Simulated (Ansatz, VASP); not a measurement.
**Ta7N9: VASP beside Ansatz**

```
N Ta
1.0
     5.87600    0.00000    0.00000
    -2.93800    5.08876    0.00000
     0.00000    0.00000    5.76600
N Ta
9 7
Direct
  0.16667 0.33333 0.25000
  0.98770 0.97541 0.98540
  0.98770 0.97541 0.51460
  0.98770 0.51230 0.98540
  0.98770 0.51230 0.51460
  0.50000 0.00000 0.01247
  0.50000 0.00000 0.48753
  0.52459 0.51230 0.98540
  0.52459 0.51230 0.51460
  0.16667 0.33333 0.75000
  0.15566 0.82783 0.25000
  0.16248 0.83124 0.75000
  0.67217 0.34434 0.25000
  0.66876 0.33752 0.75000
  0.67217 0.82783 0.25000
  0.66876 0.83124 0.75000
```

Alike in both runs: functional LDA; k mesh 3 × 3 × 2; occupations fermi-dirac, width 0.1 eV; no spin polarisation.

Ansatz relaxed the structure, and its values are those at the end. VASP's run is a single point on that final structure, the one shown.

|  | VASP | Ansatz |
| --- | --- | --- |
| version | VASP 6.6.1 | Ansatz 0.2.0 |
| potentials or method | VASP PAW LDA potentials, release 64 (N, Ta_pv), cutoff 520 eV | plane waves, PAW |
| valence electrons in the cell | 122 | 136 |

VASP gave:

- gap on the k mesh at the Fermi level (eV): none
- rms of the force components (eV/Å): 0.028

Question: Which values does Ansatz return?

Answer: gap on the k mesh at the Fermi level (eV): none; rms of the force components (eV/Å): 0.002.

LDA's correlation is that of Perdew and Zunger in VASP and of Perdew and Wang (1992) in Ansatz. A gap of «none» marks a metal or a gap that the smearing closes. VASP's potentials hold 122 valence electrons a cell and Ansatz's 136, so a difference there can come from the potentials and not from the codes.

The k mesh is coarse, so the values compare programs but aren't converged. Neither program's run includes spin-orbit coupling.
